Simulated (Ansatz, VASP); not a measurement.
# One calculation of TaN, two programs

Contents of INCAR:

```
SYSTEM = TaN
PREC = Accurate
ENCUT = 520
EDIFF = 1E-7
ISMEAR = 0
SIGMA = 0.15
LREAL = .FALSE.
LASPH = .TRUE.
NELM = 100
ALGO = Normal
ISIF = 2
LWAVE = .FALSE.
LCHARG = .FALSE.
GGA = PS
NBANDS = 15
```

The input KPOINTS:

```
Automatic mesh
0
G
  18 18 16
  0 0 0
```

Contents of POSCAR:

```
TaN
1.0
    3.0408288185      0.0000000000      0.0000000000
   -1.5204144092      2.4553282900      0.0000000000
    0.0000000000      0.0000000000      2.8830000000
Ta N
1 1
Direct
    0.3333333333      0.6666666667      0.5000000000
    0.0000000000      0.0000000000      0.0000000000
```

Input for Ansatz:

```yaml
crystal:
  lattice:
    - [3.0408288185, 0.0, 0.0]
    - [-1.5204144092, 2.45532829, 0.0]
    - [0.0, 0.0, 2.883]
  atoms:
    - { symbol: Ta, position: [0.3333333333, 0.6666666667, 0.5] }
    - { symbol: "N", position: [0.0, 0.0, 0.0] }
basis:
  ecutwfc: 420
kpoints:
  mp_grid: { grid: [18, 18, 16] }
hamiltonian:
  xc: pbesol
scf:
  occupations: { method: gaussian, width: 0.15 }
output:
  forces: true
  stress: true
  eigenvalues: true
  write_density: true
  write_potential: true
  elf: true
  volumetric_format: npy
```

Change from the starting cell: strain +0.0350 x Voigt [1, -1, 0, 0, 0, 0], atoms carried along.

Alike in both runs: task single point; functional PBEsol; k mesh 18 × 18 × 16; occupations gaussian, width 0.15 eV; no spin polarisation.

```csv
,VASP,Ansatz
version,VASP 6.6.1,Ansatz 0.2.0
potentials or method,"VASP PAW PBE potentials, release 64 (Ta_pv, N), cutoff 520 eV","scalar-relativistic, plane waves, PAW"
valence electrons in the cell,16,18
```

```csv
,VASP,Ansatz,Ansatz less VASP
gap on the k mesh at the Fermi level (eV),none,none,-
pressure (GPa),-2.8,-3.6,-0.79
"traceless stress, the component that is largest in VASP (GPa)",16.11,16.15,+0.031
rms of the force components (eV/Å),0.103,0.097,-0.0055
```

VASP's potentials were made for PBE, not for PBEsol. Atom by atom the forces differ by 0.006 eV/Å (rms over components). A gap of «none» marks a metal or a gap that the smearing closes. VASP's potentials hold 16 valence electrons a cell and Ansatz's 18, so a difference there can come from the potentials and not from the codes.

Spin-orbit coupling is off throughout.
